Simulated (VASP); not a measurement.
# MnO (R-3m) in VASP: a series of runs

MnO is run at these levels: r2SCAN; tasks: single point.

Program: VASP 6.6.1. These are calculated values, not measurements. Logs are shortened: lines on timing, memory, paths and dates and some standing lists are left out, and cuts for length are marked.

## 1. The cell of the first run

The structure is trigonal, space group R-3m (No. 166). The conventional cell has a = 3.151 Å, b = 3.151 Å, c = 7.495 Å, α = 90.00°, β = 90.00°, γ = 120.00°. Within 2.9 Å of Mn (site symmetry -3m) lie 6 O at 2.21 Å. Within 2.9 Å of O (site symmetry -3m) lie 6 Mn at 2.21 Å.

## 2. Single point, r2SCAN, collinear spin, antiferromagnetic start

The input, POSCAR:

```
MnO
1.0
   -2.1420692760     -2.1420692760      4.3701763637
   -4.3701763637     -2.1420692760      2.1420692760
   -2.1420692760     -4.3701763637      2.1420692760
Mn O
2 2
Direct
    0.0000000000      0.0000000000      0.0000000000
    0.5000000000      0.5000000000      0.5000000000
    1.2500000002     -0.7499999998     -0.7499999998
    1.7499999998     -0.2500000002     -0.2500000002
```

The input, INCAR.step1:

```
SYSTEM = MnO
PREC = Accurate ; ENCUT = 520
ISMEAR = 0 ; SIGMA = 0.05
LREAL = .False. ; LASPH = .True.
NELM = 150 ; ISPIN = 2
MAGMOM = 4.62 -4.62 0 0 ; LMAXMIX = 4
NBANDS = 31 ; GGA = PE
ALGO = Normal ; EDIFF = 1E-4
LWAVE = .True. ; LCHARG = .False.
```

The input, INCAR.step2:

```
SYSTEM = MnO
PREC = Accurate ; ENCUT = 520
EDIFF = 1E-7 ; ISMEAR = 0
SIGMA = 0.05 ; LREAL = .False.
LASPH = .True. ; NELM = 150
ALGO = Normal ; ISIF = 2
LWAVE = .False. ; LCHARG = .False.
ISPIN = 2 ; MAGMOM = 4.62 -4.62 0 0
LORBIT = 11 ; LMAXMIX = 4
METAGGA = R2SCAN ; LMIXTAU = .True.
NBANDS = 31 ; ISTART = 1
```

The input, KPOINTS:

```
regular mesh
0
Gamma
  8 8 8
  0 0 0
```

Potentials or basis: VASP PAW PBE potentials, release 64 (Mn_pv, O).

The run is started by

```bash
$ cat potpaw_PBE.64/Mn_pv/POTCAR potpaw_PBE.64/O/POTCAR > POTCAR
$ cp INCAR.step1 INCAR
$ mpirun -np 1 vasp_std > vasp.out
$ cp INCAR.step2 INCAR
$ mpirun -np 1 vasp_std > vasp.out
```

OUTCAR:

```text
SYSTEM = MnO
   PREC = Accurate
   ENCUT = 520
   EDIFF = 1E-7
   ISMEAR = 0
   LREAL = .False.
   LASPH = .True.
   NELM = 150
   ISIF = 2
   ISPIN = 2
   LORBIT = 11
   METAGGA = R2SCAN
   ISTART = 1

 ion  position               nearest neighbor table
   1  0.000  0.000  0.000-   4 2.21   4 2.21   4 2.21   3 2.21   3 2.21   3 2.21   2 3.09   2 3.09
                             2 3.09   2 3.09   2 3.09   2 3.09
   2  0.500  0.500  0.500-   3 2.21   3 2.21   4 2.21   4 2.21   3 2.21   4 2.21   1 3.09   1 3.09
                             1 3.09   1 3.09   1 3.09   1 3.09
   3  0.250  0.250  0.250-   1 2.21   1 2.21   1 2.21   2 2.21   2 2.21   2 2.21
   4  0.750  0.750  0.750-   1 2.21   1 2.21   1 2.21   2 2.21   2 2.21   2 2.21

  LATTYP: Found a trigonal (rhomboedric) cell.
 ALAT       =     5.3174583229
 COS(alpha) =     0.8244244931

  Lattice vectors:

 A1 = (  -2.1420692760,  -2.1420692760,   4.3701763637)
 A2 = (  -4.3701763637,  -2.1420692760,   2.1420692760)
 A3 = (  -2.1420692760,  -4.3701763637,   2.1420692760)

Analysis of symmetry for initial positions (statically):
=====================================================================
 Subroutine PRICEL returns following result:

  LATTYP: Found a trigonal (rhomboedric) cell.
 ALAT       =     3.0904807638
 COS(alpha) =     0.4802194422
[... 12 lines left out ...]
 Subroutine GETGRP returns: Found 12 space group operations
 (whereof 12 operations were pure point group operations)
 out of a pool of 12 trial point group operations.

The static configuration has the point symmetry D_3d.

Analysis of symmetry for dynamics (positions and initial velocities):
=====================================================================
 Subroutine PRICEL returns following result:

  LATTYP: Found a trigonal (rhomboedric) cell.
 ALAT       =     3.0904807638
 COS(alpha) =     0.4802194422
[... 12 lines left out ...]
 Subroutine GETGRP returns: Found 12 space group operations
 (whereof 12 operations were pure point group operations)
 out of a pool of 12 trial point group operations.

The dynamic configuration has the point symmetry D_3d.

Analysis of structural, dynamic, and magnetic symmetry:
=====================================================================
 Subroutine PRICEL returns following result:

  LATTYP: Found a trigonal (rhomboedric) cell.
 ALAT       =     3.0904807638
 COS(alpha) =     0.4802194422
[... 12 lines left out ...]
 Subroutine GETGRP returns: Found 12 space group operations
 (whereof 12 operations were pure point group operations)
 out of a pool of 12 trial point group operations.

The overall configuration has the point symmetry D_3d.

 Subroutine INISYM returns: Found 12 space group operations
 (whereof 12 operations are pure point group operations),
 and found     2 'primitive' translations

[... 125 lines left out ...]
 spin polarized calculation
 Gauss-broadening in eV      SIGMA  =   0.05
  energy-cutoff  :      520.00
  volume of cell :       42.96
 maximum number of plane-waves:      1173
   NGX = 19   NGY = 19   NGZ = 19

 number of electron      38.0000009 magnetization      -0.0000000

 Free energy of the ion-electron system (eV)
  ---------------------------------------------------
  ext. energy  EPLUGINS =         0.00000000
  ---------------------------------------------------
  free energy    TOTEN  =       -49.20636779 eV

  energy without entropy =      -49.20636779  energy(sigma->0) =      -49.20636779

 E-fermi :   7.0152     XC(G=0): -12.6872

 val. band max:        6.6736958759   @ k =   0.5000   0.5000   0.5000
 cond. band min:       8.3866847687   @ k =   0.0000   0.0000   0.0000
 fundamental gap:      1.7129888929
 Fermi energy:         7.0151718398

 spin component 1

 k-point     1 :       0.0000    0.0000    0.0000
  band No.  band energies     occupation
      1     -45.0200      1.00000
      2     -44.9638      1.00000
      3     -44.9638      1.00000
      4     -38.7572      1.00000
      5     -38.7021      1.00000
      6     -38.7021      1.00000
[... 805 lines left out ...]
     30      21.9267      0.00000
     31      22.0290      0.00000

 [... further k-points ...]

 spin component 2

 k-point     1 :       0.0000    0.0000    0.0000
  band No.  band energies     occupation
      1     -45.0200      1.00000
      2     -44.9638      1.00000
      3     -44.9638      1.00000
      4     -38.7572      1.00000
      5     -38.7021      1.00000
      6     -38.7021      1.00000
[... 805 lines left out ...]
     30      21.9267      0.00000
     31      22.0290      0.00000

 [... further k-points ...]

------------------------ aborting loop because EDIFF is reached ----------------------------------------

  FORCE on cell =-STRESS in cart. coord.  units (eV):
  Direction    XX          YY          ZZ          XY          YZ          ZX
  --------------------------------------------------------------------------------------
  -------------------------------------------------------------------------------------
  Total        0.0570823      0.0570823      0.0570823     -0.0055476      0.0055476      0.0055476
  in kB        2.1286635      2.1286635      2.1286635     -0.2068767      0.2068767      0.2068767
  external PRESSURE =       2.1286635 kB  Pullay stress =       0.0000000 kB

 VOLUME and BASIS-vectors are now :
 -----------------------------------------------------------------------------
  energy-cutoff  :      520.00
  volume of cell :       42.96
      direct lattice vectors                 reciprocal lattice vectors
    -2.142069276 -2.142069276  4.370176364     0.111087389  0.111087389  0.337724074
    -4.370176364 -2.142069276  2.142069276    -0.337724074  0.111087389 -0.111087389
    -2.142069276 -4.370176364  2.142069276     0.111087389 -0.337724074 -0.111087389

 POSITION                                       TOTAL-FORCE (eV/Angst)
 -----------------------------------------------------------------------------------
      0.00000      0.00000      0.00000        -0.000000     -0.000000      0.000000
     -4.32716     -4.32716      4.32716        -0.000000     -0.000000      0.000000
     -2.16358     -2.16358      2.16358         0.000000      0.000000     -0.000000
     -6.49074     -6.49074      6.49074         0.000000      0.000000      0.000000
 -----------------------------------------------------------------------------------
    total drift:                               -0.000000     -0.000000      0.000000

  FREE ENERGIE OF THE ION-ELECTRON SYSTEM (eV)
  ---------------------------------------------------
  free  energy   TOTEN  =       -49.2063677948 eV

  energy  without entropy=      -49.2063677948  energy(sigma->0) =      -49.20636779

 total charge

# of ion       s       p       d       tot
------------------------------------------
    1        0.209   6.177   4.979  11.365
    2        0.209   6.177   4.979  11.365
    3        1.561   3.473   0.000   5.034
    4        1.561   3.473   0.000   5.034
--------------------------------------------------
tot          3.541  19.299   9.957  32.797

 magnetization (x)

# of ion       s       p       d       tot
------------------------------------------
    1        0.013   0.016   4.415   4.445
    2       -0.013  -0.016  -4.415  -4.445
    3        0.000   0.000   0.000   0.000
    4        0.000   0.000   0.000   0.000
--------------------------------------------------
tot          0.000   0.000   0.000   0.000
```

OUTCAR.step1:

```text
SYSTEM = MnO
   PREC = Accurate
   ENCUT = 520
   ISMEAR = 0
   LREAL = .False.
   LASPH = .True.
   NELM = 150
[... 1912 lines left out ...]
     -4.32716     -4.32716      4.32716        -0.000000      0.000000     -0.000000
     -2.16358     -2.16358      2.16358         0.000000     -0.000000     -0.000000
     -6.49074     -6.49074      6.49074         0.000000      0.000000      0.000000
 -----------------------------------------------------------------------------------
    total drift:                               -0.000000     -0.000000      0.000000

  FREE ENERGIE OF THE ION-ELECTRON SYSTEM (eV)
  ---------------------------------------------------
  free  energy   TOTEN  =       -33.1224885116 eV

  energy  without entropy=      -33.1224885116  energy(sigma->0) =      -33.12248851
```

It took 10 min on 1 thread of Intel Xeon 6975P-C (Granite Rapids), shared host; peak memory 0.39 GiB.

Results:

```yaml
Free_energy: -49.2064 eV
Pressure: 0.2 GPa
Band_gap_on_the_k_mesh: 1.71 eV
Net_moment: 0.00 μB per cell
Site_moments: Mn +4.45, -4.45; O +0.00 μB
Valence_electrons_inside_the_program's_atomic_spheres: Mn 11.37; O 5.03
```

Caveat: the PAW data sets were made with another functional, which shifts forces and pressure a little.

## 3. Single point, r2SCAN, collinear spin, antiferromagnetic start

POSCAR is that of step 2.

The input, INCAR.step1:

```
SYSTEM = MnO
PREC = Accurate ; ENCUT = 520
ISMEAR = 0 ; SIGMA = 0.05
LREAL = .FALSE. ; LASPH = .TRUE.
NELM = 150 ; ISPIN = 2
MAGMOM = 4.59 -4.59 0 0 ; LMAXMIX = 4
NBANDS = 31 ; GGA = PE
ALGO = Normal ; EDIFF = 1E-4
LWAVE = .TRUE. ; LCHARG = .FALSE.
```

The input, INCAR.step2:

```
SYSTEM = MnO
PREC = Accurate ; ENCUT = 520
EDIFF = 1E-6 ; ISMEAR = 0
SIGMA = 0.05 ; LREAL = .FALSE.
LASPH = .TRUE. ; NELM = 150
ALGO = Normal ; ISIF = 2
LWAVE = .FALSE. ; LCHARG = .TRUE.
ISPIN = 2 ; MAGMOM = 4.59 -4.59 0 0
LORBIT = 11 ; LMAXMIX = 4
METAGGA = R2SCAN ; LMIXTAU = .TRUE.
LELF = .TRUE. ; LVHAR = .TRUE.
NBANDS = 31 ; ISTART = 1
```

The input, KPOINTS:

```
regular mesh
0
G
  8 8 8
  0 0 0
```

Potentials or basis: VASP PAW PBE potentials, release 64 (Mn_pv, O).

The run is started by

```bash
$ cat potpaw_PBE.64/Mn_pv/POTCAR potpaw_PBE.64/O/POTCAR > POTCAR
$ cp INCAR.step1 INCAR
$ mpirun -np 1 vasp_std > vasp.out
$ cp INCAR.step2 INCAR
$ mpirun -np 1 vasp_std > vasp.out
```

Wall time 9.7 min (1 thread of Intel Xeon 6975P-C (Granite Rapids), shared host); peak memory 0.38 GiB.

Results (log left out):

| Quantity | Value |
| --- | --- |
| Free energy | -49.2064 eV |
| Pressure | 0.2 GPa |
| Band gap on the k mesh | 1.71 eV |
| Net moment | 0.00 μB per cell |
| Site moments | Mn +4.45, -4.45; O +0.00 μB |
| Valence electrons inside the program's atomic spheres | Mn 11.37; O 5.03 |

Levels at points of the mesh, in eV from the valence-band top:
Spin up:
```
           k point  band 16  band 17  band 18  band 19  band 20  band 21  band 22  band 23
(0.00, 0.00, 0.00)    -2.25    -1.91    -0.64    -0.64     1.71     3.44     3.44     3.47
(0.50, 0.00, 0.00)    -1.66    -1.39    -0.28    -0.12     2.42     4.13     4.28     4.69
(0.50, 0.50, 0.00)    -1.66    -1.46    -0.32    -0.18     2.75     4.20     4.29     5.07
(0.50, 0.50, 0.50)    -2.21    -1.84     0.00     0.00     2.87     3.34     3.34     4.02
```
Spin down:
```
           k point  band 17  band 18  band 19  band 20  band 21  band 22
(0.00, 0.00, 0.00)    -1.91    -0.64    -0.64     1.71     3.44     3.44
(0.50, 0.00, 0.00)    -1.39    -0.28    -0.12     2.42     4.13     4.28
(0.50, 0.50, 0.00)    -1.46    -0.32    -0.18     2.75     4.20     4.29
(0.50, 0.50, 0.50)    -1.84     0.00     0.00     2.87     3.34     3.34
```

Caveat: the PAW data sets were made with another functional, which shifts forces and pressure a little. r2SCAN opens gaps a little over a GGA but as a rule still falls short of measured ones.
